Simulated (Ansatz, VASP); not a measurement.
## BeTe: VASP beside Ansatz

```
Be Te
1.0
     0.00000    2.82862    2.71548
     2.82862    0.00000    2.71548
     2.82862    2.82862    0.00000
Be Te
1 1
Direct
  0.00000 0.00000 0.00000
  0.25000 0.25000 0.25000
```

Change from the starting cell: uniaxial_z strain -4.0%.

Alike in both runs: task single point; functional PBE; k mesh 8 × 8 × 8; occupations fermi-dirac, width 0.02 eV; no spin polarisation.

|  | VASP | Ansatz |
| --- | --- | --- |
| version | VASP 6.6.1 | Ansatz 0.2.0 |
| potentials or method | VASP PAW PBE potentials, release 64 (Be, Te) | plane waves, PAW |
| plane-wave cutoff (eV) | 600 | 420 |
| valence electrons in the cell | 8 | 18 |

Ansatz gave:

* gap on the k mesh at the Fermi level (eV): 1.60
* pressure (GPa): 2.7
* traceless stress, the component that is largest in VASP (GPa): 1.56

Question: What did VASP give for the same quantities?

Answer: gap on the k mesh at the Fermi level (eV): 1.58; pressure (GPa): 2.9; traceless stress, the component that is largest in VASP (GPa): 1.55.

VASP's potentials hold 8 valence electrons a cell and Ansatz's 18, so a difference there can come from the potentials and not from the codes.

Spin-orbit coupling is off throughout.
